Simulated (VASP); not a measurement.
# GaP (F-43m) in VASP: dielectric tensor with LDA

Aim: the dielectric tensor of GaP with LDA.

Program: VASP 6.6.1. These are calculated values, not measurements. Logs are shortened: lines on timing, memory, paths and dates and some standing lists are left out, and cuts for length are marked.

### Step 1. The cell of the first run

Symmetry: F-43m, No. 216, cubic system. The conventional cell has a = 5.451 Å, b = 5.451 Å, c = 5.451 Å, α = 90.00°, β = 90.00°, γ = 90.00°. Within 3.1 Å of Ga (site symmetry -43m) lie 4 P at 2.36 Å. P (site symmetry -43m) has 4 Ga at 2.36 Å within 3.1 Å.

### Step 2. Dielectric tensor, LDA

Contents of INCAR:

```
ALGO = Normal
EDIFF = 1E-8
ENCUT = 520
GGA = CA
ISIF = 2
ISMEAR = 0
LASPH = True
LCHARG = False
LEPSILON = True
LREAL = False
LWAVE = False
NELM = 80
PREC = Accurate
SIGMA = 0.01
```

Contents of KPOINTS:

```
k-points
0
Gamma
  6 6 6
```

Contents of POSCAR:

```
GaP
1.0
    3.8540860000      0.0000000000      0.0000000000
    1.9270430000      3.3377363844      0.0000000000
    1.9270430000      1.1125787948      3.1468480416
Ga P
1 1
Direct
    0.0000000000      0.0000000000      0.0000000000
    0.2500000000      0.2500000000      0.2500000000
```

Potentials or basis: VASP PAW LDA potentials, release 64 (Ga_d, P).

Run with:

```console
$ cat potpaw_LDA.64/Ga_d/POTCAR potpaw_LDA.64/P/POTCAR > POTCAR
$ mpirun -np 1 vasp_std > vasp.out
```

OUTCAR:

```text
EDIFF = 1E-8
   ENCUT = 520
   GGA = CA
   ISIF = 2
   ISMEAR = 0
   LASPH = True
   LEPSILON = True
   LREAL = False
   NELM = 80
   PREC = Accurate

 ion  position               nearest neighbor table
   1  0.000  0.000  0.000-   2 2.36   2 2.36   2 2.36   2 2.36
   2  0.250  0.250  0.250-   1 2.36   1 2.36   1 2.36   1 2.36

  LATTYP: Found a face centered cubic cell.
 ALAT       =     5.4505006918

  Lattice vectors:

 A1 = (   3.8540860000,   0.0000000000,   0.0000000000)
 A2 = (   1.9270430000,   3.3377363844,   0.0000000000)
 A3 = (   1.9270430000,   1.1125787948,   3.1468480416)

Analysis of symmetry for initial positions (statically):
=====================================================================
 Subroutine PRICEL returns:
 Original cell was already a primitive cell.

 Routine SETGRP: Setting up the symmetry group for a
 face centered cubic supercell.

 Subroutine GETGRP returns: Found 24 space group operations
 (whereof 24 operations were pure point group operations)
 out of a pool of 48 trial point group operations.

The static configuration has the point symmetry T_d .

Analysis of symmetry for dynamics (positions and initial velocities):
=====================================================================
 Subroutine PRICEL returns:
 Original cell was already a primitive cell.

 Routine SETGRP: Setting up the symmetry group for a
 face centered cubic supercell.

 Subroutine GETGRP returns: Found 24 space group operations
 (whereof 24 operations were pure point group operations)
 out of a pool of 48 trial point group operations.

The dynamic configuration has the point symmetry T_d .

 Subroutine INISYM returns: Found 24 space group operations
 (whereof 24 operations are pure point group operations),
 and found     1 'primitive' translations

----------------------------------------------------------------------------------------

                                     Primitive cell

  volume of cell :      40.4808

  direct lattice vectors                    reciprocal lattice vectors
     3.854086000  0.000000000  0.000000000     0.259464890 -0.149802124 -0.105926098
     1.927043000  3.337736384  0.000000000     0.000000000  0.299604248 -0.105926098
     1.927043000  1.112578795  3.146848042     0.000000000  0.000000000  0.317778293

  length of vectors
     3.854086000  3.854086000  3.854086000     0.317778293  0.317778293  0.317778293

  position of ions in fractional coordinates (direct lattice)
     0.000000000  0.000000000  0.000000000
     0.250000000  0.250000000  0.250000000

  ion indices of the primitive-cell ions
   primitive index   ion index
                 1           1
                 2           2

----------------------------------------------------------------------------------------

 KPOINTS: k-points

Automatic generation of k-mesh.
 Grid dimensions read from file:
 generate k-points for:    6    6    6

 Generating k-lattice:

  Cartesian coordinates                     Fractional coordinates (reciprocal lattice)
     0.043244148 -0.024967021 -0.017654350     0.166666667  0.000000000  0.000000000
     0.000000000  0.049934041 -0.017654350     0.000000000  0.166666667  0.000000000
     0.000000000  0.000000000  0.052963049     0.000000000  0.000000000  0.166666667

  Length of vectors
     0.052963049  0.052963049  0.052963049

  Shift w.r.t. Gamma in fractional coordinates (k-lattice)
     0.000000000  0.000000000  0.000000000

 Subroutine IBZKPT returns following result:
 ===========================================

 Found     16 irreducible k-points:

 Following reciprocal coordinates:
            Coordinates               Weight
  0.000000  0.000000  0.000000      1.000000
  0.166667 -0.000000 -0.000000      8.000000
[... 65 lines left out ...]
  energy-cutoff  :      520.00
  volume of cell :       40.48
 maximum number of plane-waves:      1113
 NGX is ok and might be reduce to    30
   NGX = 15   NGY = 15   NGZ = 15

--------------------------------------- Ionic step        1  -------------------------------------------

 number of electron      17.9999989 magnetization

 E-fermi :   4.5731     XC(G=0): -10.1624

 val. band max:        4.5122262401   @ k =   0.0000   0.0000   0.0000
 cond. band min:       6.0025670991   @ k =   0.5000   0.5000  -0.0000
 fundamental gap:      1.4903408591
 Fermi energy:         4.5731369356

 k-point     1 :       0.0000    0.0000    0.0000
  band No.  band energies     occupation
      1     -10.2009      2.00000
      2     -10.2009      2.00000
      3     -10.2009      2.00000
      4     -10.1030      2.00000
      5     -10.1030      2.00000
      6      -7.9990      2.00000
      7       4.5122      2.00000
      8       4.5122      2.00000
      9       4.5122      2.00000
     10       6.1468      0.00000
     11       8.2993      0.00000
     12       8.2993      0.00000
     13       8.2993      0.00000
[... 226 lines left out ...]
  band No.  band energies     occupation
      1     -10.2975      2.00000
      2     -10.1563      2.00000
      3     -10.1417      2.00000
      4     -10.1235      2.00000
      5     -10.0900      2.00000
      6      -4.9228      2.00000
      7      -2.1828      2.00000
      8       1.0910      2.00000
      9       1.1978      2.00000
     10       7.8575      0.00000
     11       8.0445      0.00000
     12      11.9477      0.00000
     13      11.9638      0.00000

  FORCE on cell =-STRESS in cart. coord.  units (eV):
  Direction    XX          YY          ZZ          XY          YZ          ZX
  --------------------------------------------------------------------------------------
  -------------------------------------------------------------------------------------
  Total       -0.6637997     -0.6637997     -0.6637997      0.0000000     -0.0000000      0.0000000
  in kB      -26.2723214    -26.2723214    -26.2723214      0.0000000     -0.0000000      0.0000000
  external PRESSURE =     -26.2723214 kB  Pullay stress =       0.0000000 kB

 VOLUME and BASIS-vectors are now :
 -----------------------------------------------------------------------------
  energy-cutoff  :      520.00
  volume of cell :       40.48
      direct lattice vectors                 reciprocal lattice vectors
     3.854086000  0.000000000  0.000000000     0.259464890 -0.149802124 -0.105926098
     1.927043000  3.337736384  0.000000000     0.000000000  0.299604248 -0.105926098
     1.927043000  1.112578795  3.146848042     0.000000000  0.000000000  0.317778293

 POSITION                                       TOTAL-FORCE (eV/Angst)
 -----------------------------------------------------------------------------------
      0.00000      0.00000      0.00000        -0.000000      0.000000     -0.000000
      1.92704      1.11258      0.78671         0.000000     -0.000000      0.000000
 -----------------------------------------------------------------------------------
    total drift:                                0.000000      0.000000      0.000000

  FREE ENERGIE OF THE ION-ELECTRON SYSTEM (eV)
  ---------------------------------------------------
  free  energy   TOTEN  =       -10.4248630806 eV

  energy  without entropy=      -10.4248630806  energy(sigma->0) =      -10.42486308

 HEAD OF MICROSCOPIC STATIC DIELECTRIC TENSOR (INDEPENDENT PARTICLE, excluding Hartree and local field effects)
 ------------------------------------------------------
          14.758466    -0.000000    -0.000000
          -0.000000    14.758466     0.000000
          -0.000000     0.000000    14.758466
 ------------------------------------------------------

 Free energy of the ion-electron system (eV)
  ---------------------------------------------------
  ---------------------------------------------------
  free energy    TOTEN  =        -1.53160852 eV

  energy without entropy =       -1.53160852

------------------------ aborting loop because EDIFF is reached ----------------------------------------

--------------------------------------- Ionic step        2  -------------------------------------------

------------------------ aborting loop because EDIFF is reached ----------------------------------------

--------------------------------------- Ionic step        3  -------------------------------------------

 Free energy of the ion-electron system (eV)
  ---------------------------------------------------
  ---------------------------------------------------
  free energy    TOTEN  =        -1.53161646 eV

  energy without entropy =       -1.53161646

------------------------ aborting loop because EDIFF is reached ----------------------------------------

 PIEZOELECTRIC TENSOR FIELD DIRECTION 3  (e Angst)
 -----------------------------------------------------------------------------
    -1.25710  0.00000  0.00000           ( -0.02727  0.00000  0.00000)
     0.00000 -1.25710  0.00000           (  0.00000 -0.02727  0.00000)
     0.00000  0.00000  2.51345           (  0.00000  0.00000  0.05454)

 PIEZOELECTRIC TENSOR FIELD DIRECTION 3  (C/m^2)
 -----------------------------------------------------------------------------
    -0.49754  0.00000  0.00000
     0.00000 -0.49754  0.00000
     0.00000  0.00000  0.99479

 MACROSCOPIC STATIC DIELECTRIC TENSOR (including local field effects in DFT)
 ------------------------------------------------------
          14.017355    -0.000000    -0.000000
          -0.000000    14.017355     0.000000
          -0.000000     0.000000    14.017355
 ------------------------------------------------------

 PIEZOELECTRIC TENSOR (including local field effects)  for field in x, y, z        (e  Angst)
          XX          YY          ZZ          XY          YZ          ZX
  --------------------------------------------------------------------------------
  x     0.00000     0.00000    -0.00000    -1.78141     0.00000    -1.25965
  y    -1.78141     1.78141     0.00000    -0.00000    -1.25965     0.00000
  z    -1.25965    -1.25965     2.51930     0.00000     0.00000    -0.00000

 PIEZOELECTRIC TENSOR (including local field effects)  for field in x, y, z        (C/m^2)
          XX          YY          ZZ          XY          YZ          ZX
  --------------------------------------------------------------------------------
  x     0.00000     0.00000    -0.00000    -0.70506     0.00000    -0.49855
  y    -0.70506     0.70506     0.00000    -0.00000    -0.49855     0.00000
  z    -0.49855    -0.49855     0.99710     0.00000     0.00000    -0.00000

 BORN EFFECTIVE CHARGES (including local field effects) (in |e|, cummulative output)
 ---------------------------------------------------------------------------------
 ion    1
    1     2.33347    -0.00000    -0.00000
    2    -0.00000     2.33347     0.00000
    3    -0.00000     0.00000     2.33347
 ion    2
    1    -2.33347     0.00000     0.00000
    2     0.00000    -2.33347    -0.00000
    3     0.00000    -0.00000    -2.33347
```

Wall time 3.7 min (1 thread of Intel Xeon Platinum 8259CL at 2.50GHz (Skylake/Cascade Lake), shared host); peak memory 0.23 GiB.

Results:

| Property | Result |
| --- | --- |
| Band gap on the k mesh | 1.49 eV, indirect (least direct gap 1.63 eV) |
| Electronic dielectric tensor (diagonal) | 14.02 |
| Born charges (mean of the diagonal) | Ga +2.33; P -2.33 e |

Levels at points of the mesh, in eV from the valence-band top:
```
           k point  band 6  band 7  band 8  band 9  band 10  band 11  band 12  band 13
(0.00, 0.00, 0.00)  -12.51    0.00    0.00    0.00     1.63     3.79     3.79     3.79
(0.50, 0.00, 0.00)  -10.43   -6.71   -1.13   -1.13     1.51     4.63     4.63     8.04
(0.50, 0.50, 0.00)   -9.51   -6.84   -2.71   -2.71     1.49     1.68    10.45    10.45
```

Electronic dielectric tensor:
```
14.02  0.00  0.00
 0.00 14.02  0.00
 0.00  0.00 14.02
```

Born effective charge tensors (e):
atom 1, Ga
```
2.33 0.00 0.00
0.00 2.33 0.00
0.00 0.00 2.33
```
atom 2, P
```
-2.33  0.00  0.00
 0.00 -2.33  0.00
 0.00  0.00 -2.33
```
